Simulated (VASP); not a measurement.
# HfC in VASP: notebook, part 2 of 2

VASP 6.6.1.

## (3) Single point, BLYP+D3(BJ)

INCAR

```
SYSTEM = HfC
  PREC = Accurate
  ENCUT = 520
  EDIFF = 1E-6
  ISMEAR = -5
  SIGMA = 0.05
  LREAL = .FALSE.
  LASPH = .TRUE.
  NELM = 80
  ALGO = Normal
  ISIF = 2
  LWAVE = .FALSE.
  LCHARG = .FALSE.
  GGA = B5
  ALDAX = 1.0
  AGGAX = 1.0
  AGGAC = 1.0
  ALDAC = 0.0
  IVDW = 12
  VDW_S6 = 1.0
  VDW_S8 = 2.6996
  VDW_A1 = 0.4298
  VDW_A2 = 4.2359
  NBANDS = 14
```

KPOINTS

```
regular mesh
0
G
  10 10 10
  0 0 0
```

POSCAR

```
HfC
1.0
    0.0000000000      2.3250000000      2.3250000000
    2.3250000000      0.0000000000      2.3250000000
    2.3250000000      2.3250000000      0.0000000000
Hf C
1 1
Direct
    0.5000000000      0.5000000000      0.5000000000
    0.0000000000      0.0000000000      0.0000000000
```

Potentials or basis: VASP PAW PBE potentials, release 64 (Hf_pv, C).

The run is started by

```
> cat potpaw_PBE.64/Hf_pv/POTCAR potpaw_PBE.64/C/POTCAR > POTCAR
> mpirun -np 1 vasp_std > vasp.out
```

It took 28 s on 1 thread of Intel Xeon 8259CL, shared host; peak memory 0.16 GiB.

Results (log left out):

```yaml
Free_energy: -20.8111 eV
Pressure: -3.8 GPa
Band_gap_on_the_k_mesh: zero (bands 7 and 8 overlap by 1.36 eV)
Dispersion_energy_per_atom: -0.846 eV
```

Levels at points of the mesh, in eV from the Fermi level:
```tsv
k point	band 5	band 6	band 7	band 8	band 9	band 10
(0.00, 0.00, 0.00)	0.92	0.92	0.92	1.33	1.33	1.33
(0.50, 0.00, 0.00)	-6.03	-3.04	-3.04	5.13	5.13	5.64
(0.50, 0.50, 0.00)	-2.47	-1.70	-0.12	-0.12	5.14	6.50
```

Caveat: the cell stands under tension; the PAW data sets were made with another functional, which shifts forces and pressure a little; spin-orbit coupling is left out, which moves the levels of the heavy elements; tetrahedron occupations give inexact forces and stress in metals.

## (4) Single point, r2SCAN+D3(BJ)

POSCAR is that of step 3.

INCAR.step1

```
  ALGO = Normal
  EDIFF = 1E-4
  ENCUT = 520
  GGA = PE
  ISMEAR = 0
  LASPH = T
  LCHARG = F
  LREAL = F
  LWAVE = T
  NBANDS = 14
  NELM = 60
  PREC = Accurate
  SIGMA = 0.1
```

INCAR.step2

```
  ALGO = Normal
  EDIFF = 1E-6
  ENCUT = 520
  ISIF = 2
  ISMEAR = 0
  ISTART = 1
  IVDW = 12
  LASPH = T
  LCHARG = F
  LMIXTAU = T
  LREAL = F
  LWAVE = F
  METAGGA = R2SCAN
  NBANDS = 14
  NELM = 60
  PREC = Accurate
  SIGMA = 0.1
  VDW_A1 = 0.49484001
  VDW_A2 = 5.73083694
  VDW_S6 = 1.0
  VDW_S8 = 0.78981345
```

KPOINTS

```
k-points
0
Gamma
  10 10 10
```

Potentials or basis: VASP PAW PBE potentials, release 64 (Hf_pv, C).

The run is started by

```
> cat potpaw_PBE.64/Hf_pv/POTCAR potpaw_PBE.64/C/POTCAR > POTCAR
> cp INCAR.step1 INCAR
> mpirun -np 1 vasp_std > vasp.out
> cp INCAR.step2 INCAR
> mpirun -np 1 vasp_std > vasp.out
```

OUTCAR:

```text
EDIFF = 1E-6
   ENCUT = 520
   ISIF = 2
   ISMEAR = 0
   ISTART = 1
   IVDW = 12
   LASPH = T
   LREAL = F
   METAGGA = R2SCAN
   NELM = 60
   PREC = Accurate
 IVDW          = 12

 ion  position               nearest neighbor table
   1  0.500  0.500  0.500-   2 2.33   2 2.33   2 2.33   2 2.33   2 2.33   2 2.33
   2  0.000  0.000  0.000-   1 2.33   1 2.33   1 2.33   1 2.33   1 2.33   1 2.33

  LATTYP: Found a face centered cubic cell.
 ALAT       =     4.6500000000

  Lattice vectors:

 A1 = (   0.0000000000,   2.3250000000,   2.3250000000)
 A2 = (   2.3250000000,   0.0000000000,   2.3250000000)
 A3 = (   2.3250000000,   2.3250000000,   0.0000000000)

Analysis of symmetry for initial positions (statically):
=====================================================================
 Subroutine PRICEL returns:
 Original cell was already a primitive cell.

 Routine SETGRP: Setting up the symmetry group for a
 face centered cubic supercell.

 Subroutine GETGRP returns: Found 48 space group operations
 (whereof 48 operations were pure point group operations)
 out of a pool of 48 trial point group operations.

The static configuration has the point symmetry O_h .

[... 176 lines left out ...]
      8       7.5282      0.00000
      9       7.5282      0.00000
     10       7.5282      0.00000
     11       9.4350      0.00000
     12       9.4350      0.00000
     13      13.3629      0.00000
     14      17.6579      0.00000
[... 377 lines left out ...]
      1     -25.3535      2.00000
      2     -25.0584      2.00000
      3     -25.0377      2.00000
      4      -5.0602      2.00000
      5       1.9791      2.00000
      6       4.1128      2.00000
      7       5.1040      2.00000
      8       6.1916      0.00222
      9      11.4481      0.00000
     10      12.6431      0.00000
     11      12.7617      0.00000
     12      14.6936      0.00000
     13      18.1420      0.00000
     14      18.6411      0.00000

 [... further k-points ...]

------------------------ aborting loop because EDIFF is reached ----------------------------------------

 Edisp (eV)   -0.33938

 E8    (eV) :    -0.1307

  FORCE on cell =-STRESS in cart. coord.  units (eV):
  Direction    XX          YY          ZZ          XY          YZ          ZX
  --------------------------------------------------------------------------------------
  -------------------------------------------------------------------------------------
  Total      -0.72774    -0.72774    -0.72774     0.00000    -0.00000     0.00000
  in kB     -46.38609   -46.38609   -46.38609     0.00000    -0.00000     0.00000
  external pressure =      -46.39 kB  Pullay stress =        0.00 kB

 VOLUME and BASIS-vectors are now :
 -----------------------------------------------------------------------------
  energy-cutoff  :      520.00
  volume of cell :       25.14
      direct lattice vectors                 reciprocal lattice vectors
     0.000000000  2.325000000  2.325000000    -0.215053763  0.215053763  0.215053763
     2.325000000  0.000000000  2.325000000     0.215053763 -0.215053763  0.215053763
     2.325000000  2.325000000  0.000000000     0.215053763  0.215053763 -0.215053763

 POSITION                                       TOTAL-FORCE (eV/Angst)
 -----------------------------------------------------------------------------------
      2.32500      2.32500      2.32500         0.000000      0.000000      0.000000
      0.00000      0.00000      0.00000        -0.000000     -0.000000      0.000000
 -----------------------------------------------------------------------------------
    total drift:                                0.000000     -0.000000      0.000000

  FREE ENERGIE OF THE ION-ELECTRON SYSTEM (eV)
  ---------------------------------------------------
  free  energy   TOTEN  =       -57.6781427648 eV

  energy  without entropy=      -57.6770721146  energy(sigma->0) =      -57.67760744
```

OUTCAR.step1:

```text
EDIFF = 1E-4
   ENCUT = 520
   GGA = PE
   ISMEAR = 0
   LASPH = T
[... 628 lines left out ...]
 -----------------------------------------------------------------------------------
      2.32500      2.32500      2.32500        -0.000000     -0.000000     -0.000000
      0.00000      0.00000      0.00000         0.000000      0.000000      0.000000
 -----------------------------------------------------------------------------------
    total drift:                                0.000000     -0.000000      0.000000

  FREE ENERGIE OF THE ION-ELECTRON SYSTEM (eV)
  ---------------------------------------------------
  free  energy   TOTEN  =       -21.0436930111 eV

  energy  without entropy=      -21.0420609198  energy(sigma->0) =      -21.04287697
```

Wall time 63 s (1 thread of Intel Xeon 8259CL, shared host); peak memory 0.16 GiB.

What came out:

* Free energy: -57.6781 eV
* Pressure: -4.6 GPa
* Band gap on the k mesh: zero (bands 7 and 8 overlap by 1.47 eV)
* Dispersion energy per atom: -0.170 eV

Levels at points of the mesh, in eV from the Fermi level:
```tsv
k point	band 4	band 5	band 6	band 7	band 8	band 9	band 10	band 11
(0.00, 0.00, 0.00)	-13.11	0.93	0.93	0.93	1.55	1.55	1.55	3.46
(0.50, 0.00, 0.00)	-9.37	-6.40	-3.23	-3.23	5.57	5.57	6.12	6.90
(0.50, 0.50, 0.00)	-11.23	-2.89	-1.70	-0.25	-0.25	5.38	6.99	6.99
```

Caveat: the cell stands under tension; the PAW data sets were made with another functional, which shifts forces and pressure a little; spin-orbit coupling is left out, which moves the levels of the heavy elements.

## (5) Single point, revPBE+D4

INCAR

```
ALGO     = Normal         # electronic algorithm
EDIFF    = 1E-7           # SCF threshold, eV
ENCUT    = 520            # plane-wave cutoff, eV
GGA      = RE             # functional
ISIF     = 2              # what is computed and relaxed
ISMEAR   = 1              # smearing method
ISYM     = 0            
IVDW     = 13             # dispersion correction
LASPH    = T              # aspherical terms in the spheres
LCHARG   = F              # write CHGCAR
LREAL    = F              # projectors in reciprocal space
LWAVE    = F              # write WAVECAR
NBANDS   = 14             # bands
NELM     = 80             # most SCF steps
PREC     = Accurate       # precision mode
SIGMA    = 0.1            # smearing width, eV
```

KPOINTS

```
k-points
0
Gamma
  8 8 8
```

POSCAR

```
HfC
1.0
   -0.0399850000      2.3662640000      2.3051520000
    2.2827160000     -0.0126120000      2.2777780000
    2.2937190000      2.3498950000     -0.0236150000
Hf C
1 1
Direct
    0.5000000000      0.5000000000      0.5000000000
    0.0000000000      0.0000000000      0.0000000000
```

The run is started by

```
> cat potpaw_PBE.64/Hf_pv/POTCAR potpaw_PBE.64/C/POTCAR > POTCAR
> mpirun -np 1 vasp_std > vasp.out
```

Wall time 2 min (1 thread of Intel Xeon 8259CL, shared host); peak memory 0.22 GiB.

Results (log left out):

| Item | Value |
| --- | --- |
| Free energy | -21.1048 eV |
| Pressure | -4.0 GPa |
| Band gap on the k mesh | zero (bands 7 and 8 overlap by 1.54 eV) |
| Dispersion energy per atom | -0.419 eV |

Stress tensor (GPa, compression positive):
```
 -1.26   2.09   3.98
  2.09 -10.37  -0.31
  3.98  -0.31  -0.37
```

Levels at points of the mesh, in eV from the Fermi level:
| k point | band 5 | band 6 | band 7 | band 8 | band 9 | band 10 |
| --- | --- | --- | --- | --- | --- | --- |
| (0.00, 0.00, 0.00) | 0.98 | 1.06 | 1.21 | 1.27 | 1.46 | 1.76 |
| (0.50, 0.00, 0.00) | -6.09 | -2.89 | -2.70 | 5.28 | 5.37 | 5.86 |
| (0.00, 0.50, 0.00) | -6.04 | -3.03 | -2.84 | 5.17 | 5.52 | 6.15 |
| (0.50, 0.50, 0.00) | -2.42 | -1.69 | -0.15 | 0.00 | 5.37 | 6.68 |
| (0.00, 0.00, 0.50) | -6.06 | -3.02 | -2.73 | 5.29 | 5.45 | 5.96 |
| (0.50, 0.00, 0.50) | -2.70 | -1.64 | -0.03 | 0.19 | 5.39 | 6.81 |
| (0.00, 0.50, 0.50) | -2.44 | -1.69 | -0.11 | -0.01 | 5.35 | 6.66 |
| (0.50, 0.50, 0.50) | -6.02 | -3.06 | -2.94 | 5.29 | 5.60 | 6.09 |

Caveat: the cell stands under tension; the PAW data sets were made with another functional, which shifts forces and pressure a little; spin-orbit coupling is left out, which moves the levels of the heavy elements.

## (6) Overview

```csv
task,level,cell,k mesh,cutoff (eV),smearing,gap on the mesh (eV),pressure (GPa)
relaxation of cell and atoms,PBE+D3(BJ),"relaxed from a = 3.288 Å, angles 60.0°, 2 atoms",10 × 10 × 10,600,fermi-dirac 0.05 eV,none,-0.1
single point,BLYP+D3(BJ),"a = 3.288 Å, angles 60.0°, 2 atoms",10 × 10 × 10,520,tetrahedron,none,-3.8
single point,r2SCAN+D3(BJ),"a = 3.288 Å, angles 60.0°, 2 atoms",10 × 10 × 10,520,gaussian 0.1 eV,none,-4.6
single point,revPBE+D4,"a = 3.304, b = 3.225, c = 3.284 Å, angles 60.9, 60.1, 61.2°, 2 atoms",8 × 8 × 8,520,methfessel-paxton 0.1 eV,none,-4.0
```

Alike in all rows: potentials or basis VASP PAW PBE potentials, release 64 (Hf_pv, C); no spin polarisation.

Caveats: spin-orbit coupling is left out, which moves the levels of the heavy elements; the cell stands under tension (at least some runs); the PAW data sets were made with another functional, which shifts forces and pressure a little (at least some runs); tetrahedron occupations give inexact forces and stress in metals (at least some runs).

Absolute energies hang on the potentials; compare differences alone.
